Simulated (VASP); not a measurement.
# Pd (Pm-3m) in VASP: further runs

Pd is run at these levels: LDA; tasks: single point, relaxation of cell and atoms.

Program: VASP 6.6.1. These are calculated values, not measurements. Logs are shortened: lines on timing, memory, paths and dates and some standing lists are left out, and cuts for length are marked.

## (1) The cell of the first run

Symmetry: Pm-3m, No. 221, cubic system. The conventional cell has a = 2.532 Å, b = 2.532 Å, c = 2.532 Å, α = 90.00°, β = 90.00°, γ = 90.00°. Within 3.3 Å of Pd (site symmetry m-3m) lie 6 Pd at 2.53 Å.

## (2) Single point, LDA

The input, INCAR:

```
SYSTEM = Pd
PREC = Accurate ; ENCUT = 500
EDIFF = 1E-6 ; ISMEAR = -1
SIGMA = 0.1 ; LREAL = .FALSE.
LASPH = .TRUE. ; NELM = 120
ALGO = Normal ; ISIF = 2
LWAVE = .FALSE. ; LCHARG = .FALSE.
GGA = CA ; NBANDS = 11
GGA_COMPAT = .FALSE.
```

The input, KPOINTS:

```
regular mesh
0
G
  7 7 7
  0 0 0
```

The input, POSCAR:

```
Pd
1.0
    2.5323637090      0.0000000000      0.0000000000
    0.0000000000      2.5323637090      0.0000000000
    0.0000000000      0.0000000000      2.5323637090
Pd
1
Direct
    0.0000000000      0.0000000000      0.0000000000
```

Potentials or basis: VASP PAW LDA potentials, release 64 (Pd).

Started as:

```sh
$ cat potpaw_LDA.64/Pd/POTCAR > POTCAR
$ mpirun -np 1 vasp_std > vasp.out
```

OUTCAR:

```text
SYSTEM = Pd
   PREC = Accurate
   ENCUT = 500
   EDIFF = 1E-6
   ISMEAR = -1
   LREAL = .FALSE.
   LASPH = .TRUE.
   NELM = 120
   ISIF = 2
   GGA = CA

 ion  position               nearest neighbor table
   1  0.000  0.000  0.000-

  LATTYP: Found a simple cubic cell.
 ALAT       =     2.5323637090

  Lattice vectors:

 A1 = (   2.5323637090,   0.0000000000,   0.0000000000)
 A2 = (   0.0000000000,   2.5323637090,   0.0000000000)
 A3 = (   0.0000000000,   0.0000000000,   2.5323637090)

Analysis of symmetry for initial positions (statically):
=====================================================================
 Subroutine PRICEL returns:
 Original cell was already a primitive cell.

 Routine SETGRP: Setting up the symmetry group for a
 simple cubic supercell.

 Subroutine GETGRP returns: Found 48 space group operations
 (whereof 48 operations were pure point group operations)
 out of a pool of 48 trial point group operations.

The static configuration has the point symmetry O_h .

Analysis of symmetry for dynamics (positions and initial velocities):
=====================================================================
 Subroutine PRICEL returns:
 Original cell was already a primitive cell.

 Routine SETGRP: Setting up the symmetry group for a
 simple cubic supercell.

 Subroutine GETGRP returns: Found 48 space group operations
 (whereof 48 operations were pure point group operations)
 out of a pool of 48 trial point group operations.

The dynamic configuration has the point symmetry O_h .

 Subroutine INISYM returns: Found 48 space group operations
 (whereof 48 operations are pure point group operations),
 and found     1 'primitive' translations

----------------------------------------------------------------------------------------

                                     Primitive cell

  volume of cell :      16.2397

  direct lattice vectors                    reciprocal lattice vectors
     2.532363709  0.000000000  0.000000000     0.394887984  0.000000000  0.000000000
     0.000000000  2.532363709  0.000000000     0.000000000  0.394887984  0.000000000
     0.000000000  0.000000000  2.532363709     0.000000000  0.000000000  0.394887984

  length of vectors
     2.532363709  2.532363709  2.532363709     0.394887984  0.394887984  0.394887984

  position of ions in fractional coordinates (direct lattice)
     0.000000000  0.000000000  0.000000000

  ion indices of the primitive-cell ions
   primitive index   ion index
                 1           1

----------------------------------------------------------------------------------------

 KPOINTS: regular mesh

Automatic generation of k-mesh.
 Grid dimensions read from file:
 generate k-points for:    7    7    7

 Generating k-lattice:

  Cartesian coordinates                     Fractional coordinates (reciprocal lattice)
     0.056412569  0.000000000  0.000000000     0.142857143  0.000000000  0.000000000
     0.000000000  0.056412569  0.000000000     0.000000000  0.142857143  0.000000000
     0.000000000  0.000000000  0.056412569     0.000000000  0.000000000  0.142857143

  Length of vectors
     0.056412569  0.056412569  0.056412569

  Shift w.r.t. Gamma in fractional coordinates (k-lattice)
     0.000000000  0.000000000  0.000000000

 Subroutine IBZKPT returns following result:
 ===========================================

 Found     20 irreducible k-points:

 Following reciprocal coordinates:
            Coordinates               Weight
  0.000000  0.000000  0.000000      1.000000
  0.142857  0.000000  0.000000      6.000000
  0.285714  0.000000  0.000000      6.000000
  0.428571  0.000000  0.000000      6.000000
  0.142857  0.142857  0.000000     12.000000
  0.285714  0.142857  0.000000     24.000000
[... 12 lines left out ...]
  0.428571  0.428571  0.285714     24.000000
  0.428571  0.428571  0.428571      8.000000
   k-points           NKPTS =     20   k-points in BZ     NKDIM =     20   number of bands    NBANDS=     11
   number of dos      NEDOS =    301   number of ions     NIONS =      1
   total plane-waves  NPLWV =   5832
   dimension x,y,z NGX =    18 NGY =   18 NGZ =   18
   dimension x,y,z NGXF=    36 NGYF=   36 NGZF=   36
   ions per type =               1
   NGX,Y,Z   is equivalent  to a cutoff of  11.82, 11.82, 11.82 a.u.
   NGXF,Y,Z  is equivalent  to a cutoff of  23.63, 23.63, 23.63 a.u.
 SYSTEM =  Pd
   PREC   = accura    normal or accurate (medium, high low for compatibility)
   ISTART =      0    job   : 0-new  1-cont  2-samecut
   ICHARG =      2    charge: 1-file 2-atom 10-const
   ISPIN  =      1    spin polarized calculation?
   LNONCOLLINEAR =      F non collinear calculations
   LSORBIT =      F    spin-orbit coupling
   LASPH  =      T    aspherical Exc in radial PAW
   ENCUT  =  500.0 eV  36.75 Ry    6.06 a.u.   4.62  4.62  4.62*2*pi/ulx,y,z
   NELM   =    120;   NELMIN=  2; NELMDL= -5     # of ELM steps
   EDIFF  = 0.1E-05   stopping-criterion for ELM
   LREAL  =      F    real-space projection
   EDIFFG = 0.1E-04   stopping-criterion for IOM
   NSW    =      0    number of steps for IOM
   IBRION =     -1    ionic relax: 0-MD 1-quasi-New 2-CG
   NFREE  =      0    steps in history (QN), initial steepest desc. (CG)
   ISIF   =      2    stress and relaxation
   ISYM   =      2    0-nonsym 1-usesym 2-fastsym
   POTIM  = 0.5000    time-step for ionic-motion
   TEBEG  =    0.0;   TEEND  =   0.0 temperature during run
   PSTRESS=    0.0 pullay stress
   NELECT =      10.0000    total number of electrons
   NUPDOWN=      -1.0000    fix difference up-down
   EMIN   =  10.00;   EMAX   =-10.00  energy-range for DOS
   EFERMI =   0.00;   METHOD = LEGACY
   ISMEAR =    -1;   SIGMA  =   0.10  broadening in eV -4-tet -1-fermi 0-gaus
   EFERMI_NEDOS =   21; number of points for ismear=-14 and -15
   IALGO  =     38    algorithm
   IMIX   =      4    mixing-type and parameters
     AMIX     =   0.40;   BMIX     =  1.00
     AMIX_MAG =   1.60;   BMIX_MAG =  1.00
  volume/ion in A,a.u.               =      16.24       109.59
  Fermi-wavevector in a.u.,A,eV,Ry     =   1.392779  2.631970 26.393020  1.939832
  Thomas-Fermi vector in A             =   2.516488
   LORBIT       =      0    0 simple, 1 ext, 2 COOP (PROOUT), +10 PAW based schemes
   GGA     = CA    functional components
   LHFCALC =     F    Hartree Fock is set to
   AEXX    =    0.0000 exact exchange contribution
   IVDW    =     0    specifies the selected vdW correction
   LEPSILON=     F    determine dielectric tensor
   LRPA    =     F    only Hartree local field effects (RPA)
 non-spin polarized calculation
  energy-cutoff  :      500.00
  volume of cell :       16.24
 maximum number of plane-waves:       437
   NGX =  9   NGY =  9   NGZ =  9

 number of electron      10.0000000 magnetization

 number of electron       9.9999995 magnetization

 Free energy of the ion-electron system (eV)
  ---------------------------------------------------
  ext. energy  EPLUGINS =         0.00000000
  ---------------------------------------------------
  free energy    TOTEN  =        -5.97418137 eV

  energy without entropy =       -5.94983172  energy(sigma->0) =       -5.96200655

 E-fermi :   8.3302     XC(G=0): -12.8092

 val. band max:        8.1698751123   @ k =   0.4286   0.1429   0.0000
 cond. band min:       8.3528518888   @ k =   0.0000   0.0000   0.0000
 fundamental gap:      0.1829767766
 Fermi energy:         8.3302034110

 k-point     1 :       0.0000    0.0000    0.0000
  band No.  band energies     occupation
      1       1.6584      2.00000
      2       3.1140      2.00000
      3       3.1140      2.00000
      4       8.3529      0.88724
      5       8.3529      0.88724
      6       8.3529      0.88724
      7      25.3001      0.00000
      8      25.3001      0.00000
      9      25.3001      0.00000
     10      32.2729      0.00000
     11      32.2771      0.00000

 k-point     2 :       0.1429    0.0000    0.0000
  band No.  band energies     occupation
      1       2.1731      2.00000
      2       3.2108      2.00000
      3       3.6265      2.00000
      4       7.9649      1.94946
      5       7.9649      1.94946
      6       8.3845      0.73477
      7      22.1277      0.00000
      8      26.2262      0.00000
      9      26.2262      0.00000
     10      30.7613      0.00000
     11      32.2454      0.00000

 k-point     3 :       0.2857    0.0000    0.0000
  band No.  band energies     occupation
      1       3.1064      2.00000
      2       3.4363      2.00000
      3       5.4091      2.00000
      4       7.1821      1.99998
      5       7.1821      1.99998
      6       8.4565      0.44105
      7      17.7204      0.00000
      8      28.4063      0.00000
      9      28.5197      0.00000
     10      28.5197      0.00000
     11      31.5883      0.00000

 k-point     4 :       0.4286    0.0000    0.0000
  band No.  band energies     occupation
      1       3.6258      2.00000
      2       3.7667      2.00000
      3       6.6226      2.00000
      4       6.6226      2.00000
      5       7.8475      1.98411
      6       8.5149      0.27251
      7      14.2754      0.00000
      8      26.9568      0.00000
      9      30.3112      0.00000
     10      31.0785      0.00000
     11      31.0785      0.00000
[... 183 lines left out ...]
 k-point    18 :       0.4286    0.2857    0.2857
  band No.  band energies     occupation
      1       4.0922      2.00000
      2       4.8819      2.00000
      3       5.4768      2.00000
      4       6.5862      2.00000
      5       7.7272      1.99520
      6      13.1566      0.00000
      7      17.3323      0.00000
      8      22.8213      0.00000
      9      24.4801      0.00000
     10      27.8741      0.00000
     11      28.5217      0.00000

 k-point    19 :       0.4286    0.4286    0.2857
  band No.  band energies     occupation
      1       3.6327      2.00000
      2       4.8071      2.00000
      3       4.8806      2.00000
      4       7.1636      1.99998
      5       9.1092      0.00083
      6      15.4245      0.00000
      7      18.1873      0.00000
      8      20.5653      0.00000
      9      22.3778      0.00000
     10      27.4540      0.00000
     11      29.6594      0.00000

 k-point    20 :       0.4286    0.4286    0.4286
  band No.  band energies     occupation
      1       3.9041      2.00000
      2       4.0813      2.00000
      3       4.0813      2.00000
      4       9.1830      0.00040
      5       9.1830      0.00040
      6      17.6169      0.00000
      7      19.9037      0.00000
      8      20.3867      0.00000
      9      20.3867      0.00000
     10      27.4154      0.00000
     11      27.4154      0.00000

------------------------ aborting loop because EDIFF is reached ----------------------------------------

  FORCE on cell =-STRESS in cart. coord.  units (eV):
  Direction    XX          YY          ZZ          XY          YZ          ZX
  --------------------------------------------------------------------------------------
  -------------------------------------------------------------------------------------
  Total        0.0038547      0.0038547      0.0038547     -0.0000000     -0.0000000      0.0000000
  in kB        0.3802954      0.3802954      0.3802954     -0.0000000     -0.0000000      0.0000000
  external PRESSURE =       0.3802954 kB  Pullay stress =       0.0000000 kB

 VOLUME and BASIS-vectors are now :
 -----------------------------------------------------------------------------
  energy-cutoff  :      500.00
  volume of cell :       16.24
      direct lattice vectors                 reciprocal lattice vectors
     2.532363709  0.000000000  0.000000000     0.394887984  0.000000000  0.000000000
     0.000000000  2.532363709  0.000000000     0.000000000  0.394887984  0.000000000
     0.000000000  0.000000000  2.532363709     0.000000000  0.000000000  0.394887984

 POSITION                                       TOTAL-FORCE (eV/Angst)
 -----------------------------------------------------------------------------------
      0.00000      0.00000      0.00000         0.000000      0.000000      0.000000
 -----------------------------------------------------------------------------------
    total drift:                               -0.000000      0.000000      0.000000

  FREE ENERGIE OF THE ION-ELECTRON SYSTEM (eV)
  ---------------------------------------------------
  free  energy   TOTEN  =        -5.9741813702 eV

  energy  without entropy=       -5.9498317206  energy(sigma->0) =       -5.96200655
```

Run time: 4.7 s. Hardware: 1 thread of Intel Xeon Platinum 8259CL at 2.50GHz (Skylake/Cascade Lake), shared host; peak memory 0.11 GiB.

Results:

```yaml
Free_energy: -5.9742 eV
Pressure: 0.0 GPa
Band_gap_on_the_k_mesh: zero (band 5 reaches 9.18 eV, above the bottom of band 6 at 7.67 eV)
```

## (3) Single point, LDA

This run uses another cell than the first one, of 16.08 Å³/atom, 0.990 times its volume.

The input, INCAR:

```
SYSTEM = Pd
ALGO = Normal
EDIFF = 1E-6
ENCUT = 500
GGA_COMPAT = .False.
ISIF = 2
ISMEAR = -1
LASPH = .True.
LCHARG = .False.
LREAL = .False.
LWAVE = .False.
NBANDS = 11
NELM = 120
PREC = Accurate
SIGMA = 0.1
```

The input, KPOINTS:

```
k-points
0
Gamma
  7 7 7
  0 0 0
```

The input, POSCAR:

```
Pd
1.0
    2.5238942019      0.0000000000      0.0000000000
    0.0000000000      2.5238942019      0.0000000000
    0.0000000000      0.0000000000      2.5238942019
Pd
1
Direct
    0.0000000000      0.0000000000      0.0000000000
```

Potentials or basis: VASP PAW LDA potentials, release 64 (Pd).

Started as:

```sh
$ cat potpaw_LDA.64/Pd/POTCAR > POTCAR
$ mpirun -np 1 vasp_std > vasp.out
```

Wall time 3.2 s (1 thread of Intel Xeon Platinum 8259CL at 2.50GHz (Skylake/Cascade Lake), shared host); peak memory 0.11 GiB.

The run converged. Its results:

- Free energy: -5.9732 eV
- Pressure: 1.8 GPa
- Band gap on the k mesh: zero (band 5 reaches 9.36 eV, above the bottom of band 6 at 7.82 eV)

Levels at points of the mesh, in eV from the Fermi level:
```
           k point  band 2  band 3  band 4  band 5  band 6  band 7  band 8  band 9
(0.00, 0.00, 0.00)   -5.29   -5.29    0.03    0.03    0.03   17.04   17.04   17.04
```

(Part 1 of 2 ends here.)
